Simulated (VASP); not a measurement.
# P (Fm-3m) in VASP: further runs

The runs below take P through single point, with LDA.

All numbers are computed with VASP 6.6.1; they aren't measurements. Logs are shortened: lines on timing, memory, paths and dates and some standing lists are left out, and cuts for length are marked.

## Step 1: The cell of the first run

It takes space group Fm-3m (No. 225, cubic). The conventional cell has a = 3.820 Å, b = 3.820 Å, c = 3.820 Å, α = 90.00°, β = 90.00°, γ = 90.00°. Within 3.6 Å of P (site symmetry m-3m) lie 12 P at 2.70 Å.

## Step 2: Single point, LDA

INCAR

```
SYSTEM = P
PREC = Accurate
ENCUT = 520
EDIFF = 1E-6
ISMEAR = 0
SIGMA = 0.05
LREAL = .False.
LASPH = .True.
NELM = 60
ALGO = Normal
ISIF = 2
LWAVE = .False.
LCHARG = .False.
NBANDS = 8
```

KPOINTS

```
regular mesh
0
Gamma
  11 11 11
  0 0 0
```

POSCAR

```
P
1.0
    0.0000000000      1.9100359901      1.9100359901
    1.9100359901      0.0000000000      1.9100359901
    1.9100359901      1.9100359901      0.0000000000
P
1
Direct
    0.0000000000      0.0000000000      0.0000000000
```

Potentials or basis: VASP PAW LDA potentials, release 64 (P).

The run is started by

```
$ cat potpaw_LDA.64/P/POTCAR > POTCAR
$ mpirun -np 1 vasp_std > vasp.out
```

OUTCAR:

```text
SYSTEM = P
   PREC = Accurate
   ENCUT = 520
   EDIFF = 1E-6
   ISMEAR = 0
   LREAL = .False.
   LASPH = .True.
   NELM = 60
   ISIF = 2

 ion  position               nearest neighbor table
   1  0.000  0.000  0.000-

  LATTYP: Found a face centered cubic cell.
 ALAT       =     3.8200719802

  Lattice vectors:

 A1 = (   0.0000000000,   1.9100359901,   1.9100359901)
 A2 = (   1.9100359901,   0.0000000000,   1.9100359901)
 A3 = (   1.9100359901,   1.9100359901,   0.0000000000)

Analysis of symmetry for initial positions (statically):
=====================================================================
 Subroutine PRICEL returns:
 Original cell was already a primitive cell.

 Routine SETGRP: Setting up the symmetry group for a
 face centered cubic supercell.

 Subroutine GETGRP returns: Found 48 space group operations
 (whereof 48 operations were pure point group operations)
 out of a pool of 48 trial point group operations.

The static configuration has the point symmetry O_h .

Analysis of symmetry for dynamics (positions and initial velocities):
=====================================================================
 Subroutine PRICEL returns:
 Original cell was already a primitive cell.

 Routine SETGRP: Setting up the symmetry group for a
 face centered cubic supercell.

 Subroutine GETGRP returns: Found 48 space group operations
 (whereof 48 operations were pure point group operations)
 out of a pool of 48 trial point group operations.

The dynamic configuration has the point symmetry O_h .

 Subroutine INISYM returns: Found 48 space group operations
 (whereof 48 operations are pure point group operations),
 and found     1 'primitive' translations

----------------------------------------------------------------------------------------

                                     Primitive cell

  volume of cell :      13.9365

  direct lattice vectors                    reciprocal lattice vectors
     0.000000000  1.910035990  1.910035990    -0.261775172  0.261775172  0.261775172
     1.910035990  0.000000000  1.910035990     0.261775172 -0.261775172  0.261775172
     1.910035990  1.910035990  0.000000000     0.261775172  0.261775172 -0.261775172

  length of vectors
     2.701198802  2.701198802  2.701198802     0.453407898  0.453407898  0.453407898

  position of ions in fractional coordinates (direct lattice)
     0.000000000  0.000000000  0.000000000

  ion indices of the primitive-cell ions
   primitive index   ion index
                 1           1

----------------------------------------------------------------------------------------

 KPOINTS: regular mesh

Automatic generation of k-mesh.
 Grid dimensions read from file:
 generate k-points for:   11   11   11

 Generating k-lattice:

  Cartesian coordinates                     Fractional coordinates (reciprocal lattice)
    -0.023797743  0.023797743  0.023797743     0.090909091  0.000000000  0.000000000
     0.023797743 -0.023797743  0.023797743     0.000000000  0.090909091  0.000000000
     0.023797743  0.023797743 -0.023797743     0.000000000  0.000000000  0.090909091

  Length of vectors
     0.041218900  0.041218900  0.041218900

  Shift w.r.t. Gamma in fractional coordinates (k-lattice)
     0.000000000  0.000000000  0.000000000

 Subroutine IBZKPT returns following result:
 ===========================================

 Found     56 irreducible k-points:

 Following reciprocal coordinates:
            Coordinates               Weight
  0.000000  0.000000  0.000000      1.000000
  0.090909  0.000000  0.000000      8.000000
  0.181818  0.000000  0.000000      8.000000
  0.272727  0.000000  0.000000      8.000000
  0.363636  0.000000  0.000000      8.000000
  0.454545  0.000000  0.000000      8.000000
[... 16 lines left out ...]
 -0.272727  0.181818  0.000000     24.000000
 -0.181818  0.181818  0.000000     12.000000
 [... further k-points ...]
   k-points           NKPTS =     56   k-points in BZ     NKDIM =     56   number of bands    NBANDS=      8
   number of dos      NEDOS =    301   number of ions     NIONS =      1
   total plane-waves  NPLWV =   8000
   dimension x,y,z NGX =    20 NGY =   20 NGZ =   20
   dimension x,y,z NGXF=    40 NGYF=   40 NGZF=   40
   ions per type =               1
   NGX,Y,Z   is equivalent  to a cutoff of  12.31, 12.31, 12.31 a.u.
   NGXF,Y,Z  is equivalent  to a cutoff of  24.62, 24.62, 24.62 a.u.
 SYSTEM =  P
   PREC   = accura    normal or accurate (medium, high low for compatibility)
   ISTART =      0    job   : 0-new  1-cont  2-samecut
   ICHARG =      2    charge: 1-file 2-atom 10-const
   ISPIN  =      1    spin polarized calculation?
   LNONCOLLINEAR =      F non collinear calculations
   LSORBIT =      F    spin-orbit coupling
   LASPH  =      T    aspherical Exc in radial PAW
   ENCUT  =  520.0 eV  38.22 Ry    6.18 a.u.   5.02  5.02  5.02*2*pi/ulx,y,z
   NELM   =     60;   NELMIN=  2; NELMDL= -5     # of ELM steps
   EDIFF  = 0.1E-05   stopping-criterion for ELM
   LREAL  =      F    real-space projection
   EDIFFG = 0.1E-04   stopping-criterion for IOM
   NSW    =      0    number of steps for IOM
   IBRION =     -1    ionic relax: 0-MD 1-quasi-New 2-CG
   NFREE  =      0    steps in history (QN), initial steepest desc. (CG)
   ISIF   =      2    stress and relaxation
   ISYM   =      2    0-nonsym 1-usesym 2-fastsym
   POTIM  = 0.5000    time-step for ionic-motion
   TEBEG  =    0.0;   TEEND  =   0.0 temperature during run
   PSTRESS=    0.0 pullay stress
   NELECT =       5.0000    total number of electrons
   NUPDOWN=      -1.0000    fix difference up-down
   EMIN   =  10.00;   EMAX   =-10.00  energy-range for DOS
   EFERMI =   0.00;   METHOD = LEGACY
   ISMEAR =     0;   SIGMA  =   0.05  broadening in eV -4-tet -1-fermi 0-gaus
   EFERMI_NEDOS =   21; number of points for ismear=-14 and -15
   IALGO  =     38    algorithm
   IMIX   =      4    mixing-type and parameters
     AMIX     =   0.40;   BMIX     =  1.00
     AMIX_MAG =   1.60;   BMIX_MAG =  1.00
  volume/ion in A,a.u.               =      13.94        94.05
  Fermi-wavevector in a.u.,A,eV,Ry     =   1.163268  2.198259 18.411315  1.353193
  Thomas-Fermi vector in A             =   2.299820
   LORBIT       =      0    0 simple, 1 ext, 2 COOP (PROOUT), +10 PAW based schemes
   GGA     = CA    functional components
   LHFCALC =     F    Hartree Fock is set to
   AEXX    =    0.0000 exact exchange contribution
   IVDW    =     0    specifies the selected vdW correction
   LEPSILON=     F    determine dielectric tensor
   LRPA    =     F    only Hartree local field effects (RPA)
 non-spin polarized calculation
 Gauss-broadening in eV      SIGMA  =   0.05
  energy-cutoff  :      520.00
  volume of cell :       13.94
 maximum number of plane-waves:       383
   NGX =  9   NGY =  9   NGZ =  9

 number of electron       4.9999999 magnetization

 Free energy of the ion-electron system (eV)
  ---------------------------------------------------
  ext. energy  EPLUGINS =         0.00000000
  ---------------------------------------------------
  free energy    TOTEN  =        -5.29221366 eV

  energy without entropy =       -5.29055668  energy(sigma->0) =       -5.29138517

 E-fermi :  10.3475     XC(G=0): -11.7302

 val. band max:       10.2797848906   @ k =  -0.1818   0.1818   0.0000
 cond. band min:      10.3521373513   @ k =   0.4545   0.2727   0.0909
 fundamental gap:      0.0723524608
 Fermi energy:        10.3475377440

 k-point     1 :       0.0000    0.0000    0.0000
  band No.  band energies     occupation
      1      -6.3734      2.00000
      2      17.4429      0.00000
      3      17.4429      0.00000
      4      17.4429      0.00000
      5      21.8962      0.00000
      6      21.8962      0.00000
      7      21.8962      0.00000
      8      28.3306      0.00000

 k-point     2 :       0.0909    0.0000    0.0000
  band No.  band energies     occupation
      1      -6.1352      2.00000
      2      15.5809      0.00000
      3      17.0924      0.00000
      4      17.0924      0.00000
      5      22.0594      0.00000
      6      22.4743      0.00000
      7      22.4743      0.00000
      8      27.5386      0.00000

 k-point     3 :       0.1818    0.0000    0.0000
  band No.  band energies     occupation
      1      -5.4236      2.00000
      2      12.1454      0.00000
      3      16.4421      0.00000
      4      16.4421      0.00000
      5      21.8968      0.00000
      6      23.2439      0.00000
      7      23.2439      0.00000
      8      26.7905      0.00000

 k-point     4 :       0.2727    0.0000    0.0000
  band No.  band energies     occupation
      1      -4.2491      2.00000
      2       8.6052      2.00000
      3      15.8928      0.00000
      4      15.8928      0.00000
      5      21.6080      0.00000
      6      22.6064      0.00000
      7      22.6064      0.00000
      8      28.1849      0.00000

 k-point     5 :       0.3636    0.0000    0.0000
  band No.  band energies     occupation
      1      -2.6430      2.00000
      2       5.3406      2.00000
      3      15.5493      0.00000
      4      15.5493      0.00000
      5      21.4198      0.00000
      6      21.6004      0.00000
      7      21.6004      0.00000
      8      27.5595      0.00000

 k-point     6 :       0.4545    0.0000    0.0000
  band No.  band energies     occupation
      1      -0.7816      2.00000
      2       2.6329      2.00000
      3      15.3966      0.00000
      4      15.3966      0.00000
      5      21.0031      0.00000
      6      21.0031      0.00000
      7      21.3513      0.00000
      8      26.8335      0.00000

 k-point     7 :       0.0909    0.0909    0.0000
  band No.  band energies     occupation
      1      -6.0558      2.00000
      2      16.2215      0.00000
      3      16.2215      0.00000
      4      16.6539      0.00000
      5      20.5653      0.00000
      6      23.4829      0.00000
      7      23.4829      0.00000
      8      25.8227      0.00000

 k-point     8 :       0.1818    0.0909    0.0000
  band No.  band energies     occupation
      1      -5.5019      2.00000
      2      13.4379      0.00000
      3      15.3575      0.00000
      4      16.3837      0.00000
      5      20.4943      0.00000
      6      23.8117      0.00000
      7      24.4823      0.00000
      8      24.6712      0.00000

 k-point     9 :       0.2727    0.0909    0.0000
  band No.  band energies     occupation
      1      -4.4810      2.00000
      2       9.9309      2.00000
      3      14.7519      0.00000
      4      15.6759      0.00000
      5      20.6383      0.00000
      6      23.0154      0.00000
      7      24.5191      0.00000
      8      25.2987      0.00000

 k-point    10 :       0.3636    0.0909    0.0000
  band No.  band energies     occupation
      1      -3.0142      2.00000
      2       6.5713      2.00000
      3      14.4766      0.00000
      4      14.9091      0.00000
      5      20.0371      0.00000
      6      22.8950      0.00000
      7      23.4051      0.00000
      8      27.2927      0.00000
[... 78 lines left out ...]
 k-point    18 :       0.2727    0.1818    0.0000
  band No.  band energies     occupation
      1      -4.2426      2.00000
      2      11.4711      0.00000
      3      13.6175      0.00000
      4      14.0716      0.00000
      5      18.4154      0.00000
      6      20.5000      0.00000
      7      27.0499      0.00000
      8      27.2506      0.00000

 k-point    19 :       0.3636    0.1818    0.0000
  band No.  band energies     occupation
      1      -2.9251      2.00000
      2       8.1632      2.00000
      3      12.9148      0.00000
      4      13.2574      0.00000
      5      18.1326      0.00000
      6      21.9261      0.00000
      7      26.1190      0.00000
      8      27.3749      0.00000

 k-point    20 :       0.4545    0.1818    0.0000
  band No.  band energies     occupation
      1      -1.2039      2.00000
      2       5.1054      2.00000
      3      11.7915      0.00000
      4      13.2775      0.00000
      5      17.9466      0.00000
      6      24.0042      0.00000
      7      24.9895      0.00000
      8      27.7208      0.00000

 k-point    21 :      -0.4545    0.1818    0.0000
  band No.  band energies     occupation
      1       0.4800      2.00000
      2       2.8769      2.00000
      3      10.9126      0.00000
      4      13.6694      0.00000
      5      18.2882      0.00000
      6      24.1267      0.00000
      7      24.9450      0.00000
      8      29.2050      0.00000

 k-point    22 :      -0.3636    0.1818    0.0000
  band No.  band energies     occupation
      1      -0.5822      2.00000
      2       4.2234      2.00000
      3      10.3743      0.44950
      4      14.3987      0.00000
      5      19.1395      0.00000
      6      23.6665      0.00000
      7      24.9231      0.00000
      8      29.7806      0.00000

 k-point    23 :      -0.2727    0.1818    0.0000
  band No.  band energies     occupation
      1      -2.3978      2.00000
      2       7.1404      2.00000
      3      10.2264      1.99939
      4      15.3830      0.00000
      5      20.4366      0.00000
      6      23.6730      0.00000
      7      24.5871      0.00000
      8      26.7654      0.00000

 k-point    24 :      -0.1818    0.1818    0.0000
  band No.  band energies     occupation
      1      -3.8569      2.00000
      2      10.2798      1.94468
      3      10.6617      0.00000
      4      16.4146      0.00000
      5      22.0429      0.00000
      6      23.8145      0.00000
      7      24.1326      0.00000
      8      24.3527      0.00000

 [... further k-points ...]

------------------------ aborting loop because EDIFF is reached ----------------------------------------

  FORCE on cell =-STRESS in cart. coord.  units (eV):
  Direction    XX          YY          ZZ          XY          YZ          ZX
  --------------------------------------------------------------------------------------
  -------------------------------------------------------------------------------------
  Total       -0.0061750     -0.0061750     -0.0061750      0.0000000     -0.0000000     -0.0000000
  in kB       -0.7098976     -0.7098976     -0.7098976      0.0000000     -0.0000000     -0.0000000
  external PRESSURE =      -0.7098976 kB  Pullay stress =       0.0000000 kB

 VOLUME and BASIS-vectors are now :
 -----------------------------------------------------------------------------
  energy-cutoff  :      520.00
  volume of cell :       13.94
      direct lattice vectors                 reciprocal lattice vectors
     0.000000000  1.910035990  1.910035990    -0.261775172  0.261775172  0.261775172
     1.910035990  0.000000000  1.910035990     0.261775172 -0.261775172  0.261775172
     1.910035990  1.910035990  0.000000000     0.261775172  0.261775172 -0.261775172

 POSITION                                       TOTAL-FORCE (eV/Angst)
 -----------------------------------------------------------------------------------
      0.00000      0.00000      0.00000         0.000000      0.000000      0.000000
 -----------------------------------------------------------------------------------
    total drift:                               -0.000000      0.000000     -0.000000

  FREE ENERGIE OF THE ION-ELECTRON SYSTEM (eV)
  ---------------------------------------------------
  free  energy   TOTEN  =        -5.2922136588 eV

  energy  without entropy=       -5.2905566802  energy(sigma->0) =       -5.29138517
```

Run time: 2.5 s. Hardware: 1 thread of Intel Xeon 6975P-C (Granite Rapids), shared host; peak memory 0.11 GiB.

What came out:

```yaml
Free_energy: -5.2922 eV
Pressure: -0.1 GPa
```

Levels at points of the mesh, in eV from the Fermi level:
```csv
k point,band 1,band 2,band 3,band 4,band 5,band 6,band 7
"(0.00, 0.00, 0.00)",-16.72,7.10,7.10,7.10,11.55,11.55,11.55
```

## Step 3: Single point, LDA

This run uses another cell than the first one, of 14.22 Å³/atom, 1.020 times its volume.

INCAR

```
ALGO = Normal
EDIFF = 1E-7
ENCUT = 520
ISIF = 2
ISMEAR = 0
LASPH = T
LCHARG = T
LELF = T
LREAL = F
LVHAR = T
LWAVE = F
NBANDS = 8
NELM = 80
PREC = Accurate
SIGMA = 0.05
```

KPOINTS

```
k-points
0
Gamma
  11 11 11
```

POSCAR

```
P
1.0
    0.0000000000      1.9226856037      1.9226856037
    1.9226856037      0.0000000000      1.9226856037
    1.9226856037      1.9226856037      0.0000000000
P
1
Direct
    0.0000000000      0.0000000000      0.0000000000
```

Potentials or basis: VASP PAW LDA potentials, release 64 (P).

The run is started by

```
$ cat potpaw_LDA.64/P/POTCAR > POTCAR
$ mpirun -np 1 vasp_std > vasp.out
```

Run time: 2.3 s. Hardware: 1 thread of Intel Xeon 6975P-C (Granite Rapids), shared host; peak memory 0.11 GiB.

Results (log left out):

```
Free energy : -5.2903 eV
Pressure    : -2.2 GPa
```

Levels at points of the mesh, in eV from the Fermi level:
```
           k point  band 1  band 2  band 3  band 4  band 5  band 6
(0.00, 0.00, 0.00)  -16.49    6.93    6.93    6.93   11.52   11.52
```

## Step 4: Single point, LDA

This run uses another cell than the first one, of 13.66 Å³/atom, 0.980 times its volume.

INCAR

```
SYSTEM = P
PREC = Accurate ; ENCUT = 520
EDIFF = 1E-6 ; ISMEAR = 0
SIGMA = 0.05 ; LREAL = .FALSE.
LASPH = .TRUE. ; NELM = 60
ALGO = Normal ; ISIF = 2
LWAVE = .FALSE. ; LCHARG = .FALSE.
GGA = CA ; NBANDS = 8
```

KPOINTS

```
Automatic mesh
0
G
  12 12 12
  0 0 0
```

POSCAR

```
P
1.0
    0.0000000000      1.8972165703      1.8972165703
    1.8972165703      0.0000000000      1.8972165703
    1.8972165703      1.8972165703      0.0000000000
P
1
Direct
    0.0000000000      0.0000000000      0.0000000000
```

The run is started by

```
$ cat potpaw_LDA.64/P/POTCAR > POTCAR
$ mpirun -np 1 vasp_std > vasp.out
```

Run time: 2.5 s. Hardware: 1 thread of Intel Xeon 6975P-C (Granite Rapids), shared host; peak memory 0.11 GiB.

The run converged. Its results:

```
Free energy : -5.2954 eV
Pressure    : 1.5 GPa
```

Levels at points of the mesh, in eV from the Fermi level:
| k point | band 1 | band 2 | band 3 | band 4 | band 5 |
| --- | --- | --- | --- | --- | --- |
| (0.00, 0.00, 0.00) | -16.96 | 7.27 | 7.27 | 7.27 | 11.57 |
| (0.50, 0.00, 0.00) | -10.70 | -8.54 | 5.14 | 5.14 | 10.58 |
| (0.50, 0.50, 0.00) | -7.86 | -7.11 | 0.72 | 0.72 | 4.20 |

## Step 5: Summary

```tsv
cell	k mesh	gap on the mesh (eV)	pressure (GPa)
a = 2.701 Å, angles 60.0°, 1 atom	11 × 11 × 11	none	-0.1
a = 2.719 Å, angles 60.0°, 1 atom	11 × 11 × 11	none	-2.2
a = 2.683 Å, angles 60.0°, 1 atom	12 × 12 × 12	none	1.5
```

Alike in all rows: task single point; level LDA; potentials or basis VASP PAW LDA potentials, release 64 (P); no spin polarisation; cutoff (eV) 520; smearing gaussian 0.05 eV.

Total energies depend on the potentials used, so only differences within one code and one set of settings carry meaning.
